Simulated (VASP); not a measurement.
**Al2Cu: single point with PBE**

Crystal: Al2Cu.

```xyz
3
Lattice="-2.0303 2.0303 2.8511 2.0303 -2.0303 2.8511 2.0303 2.0303 -2.8511" Properties=species:S:1:pos:R:3 pbc="T T T"
Cu    0.0000    0.0000    2.8511
Al    2.0303    0.0000    1.4255
Al    0.0000    2.0303    1.4255
```

```yaml
Program: VASP 6.6.1
Task: single point
Functional: PBE
Potentials_or_basis: VASP PAW PBE potentials, release 64 (Cu, Al)
Cutoff: 520 eV
k_mesh: 9 × 9 × 9
Occupations: fermi-dirac, width 0.05 eV
Spin: no spin polarisation
Dipole_correction: no
Further_INCAR_settings: ALGO = Normal; EDIFF = 1e-07; NBANDS = 16
```

```yaml
Pressure: 3.1 GPa
```

Stress tensor (GPa, compression positive):
```
3.03 0.00 0.00
0.00 3.03 0.00
0.00 0.00 3.17
```

Levels at points of the mesh, in eV from the Fermi level:
```csv
k point,band 7,band 8,band 9,band 10,band 11,band 12
"(0.00, 0.00, 0.00)",2.90,2.93,2.93,2.98,2.98,2.98
```

Run time: 35 s on 1 thread of Intel(R) Xeon(R) 6975P-C (Granite Rapids), with other jobs on the host, peak memory 0.19 GiB.
